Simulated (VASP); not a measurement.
A run of VASP 6.6.1 is set up as follows.

Contents of INCAR:

```
SYSTEM = WO
PREC = Accurate
ENCUT = 520
EDIFF = 1E-6
ISMEAR = 0
SIGMA = 0.1
LREAL = .FALSE.
LASPH = .TRUE.
NELM = 150
ALGO = Normal
ISIF = 2
LWAVE = .FALSE.
LCHARG = .TRUE.
ISPIN = 2
MAGMOM = 1 -1 0 0
LORBIT = 11
LMAXMIX = 4
LDAU = .TRUE.
LDAUTYPE = 2
LDAUL = 2 -1
LDAUU = 6.2 0
LDAUJ = 0 0
LDAUPRINT = 1
GGA = PE
LELF = .TRUE.
LVHAR = .TRUE.
NBANDS = 32
```

The input KPOINTS:

```
Automatic mesh
0
G
  14 14 7
  0 0 0
```

POSCAR

```
WO
1.0
    3.0939744982      0.0000000000      3.0939744982
    0.0000000000      3.0939744982      3.0939744982
    0.0000000000      0.0000000000      6.1879489964
W O
2 2
Direct
    0.0000000000      0.0000000000      0.0000000000
    0.0000000000      0.0000000000      0.5000000000
    0.5000000000      0.5000000000      0.7500000000
    0.5000000000      0.5000000000      0.2500000000
```

Potentials or basis: VASP PAW PBE potentials, release 64 (W_sv, O).

Run with:

```sh
$ cat potpaw_PBE.64/W_sv/POTCAR potpaw_PBE.64/O/POTCAR > POTCAR
$ mpirun -np 1 vasp_std > vasp.out
```

**Question.** Estimate the pressure.

**Answer.** -28.6 GPa.

**Question.** Predict the site moments.

**Answer.** W +1.09, -1.09; O +0.00 μB.

**Question.** What does it give for the band gap on the k mesh?

**Answer.** Zero (filled and empty bands overlap).

**Question.** Predict the net moment.

**Answer.** 0.00 μB per cell.

Eigenvalues of the final occupation matrices:
| site | spin | trace | eigenvalues |
| --- | --- | --- | --- |
| site 1 d | 1 | 2.00 | 0.24 0.24 0.24 0.65 0.65 |
| site 1 d | 2 | 0.96 | 0.08 0.08 0.08 0.36 0.36 |
| site 2 d | 1 | 0.96 | 0.08 0.08 0.08 0.36 0.36 |
| site 2 d | 2 | 2.00 | 0.24 0.24 0.24 0.65 0.65 |

Caveat: the cell stands under tension; spin-orbit coupling is left out, which moves the levels of the heavy elements.
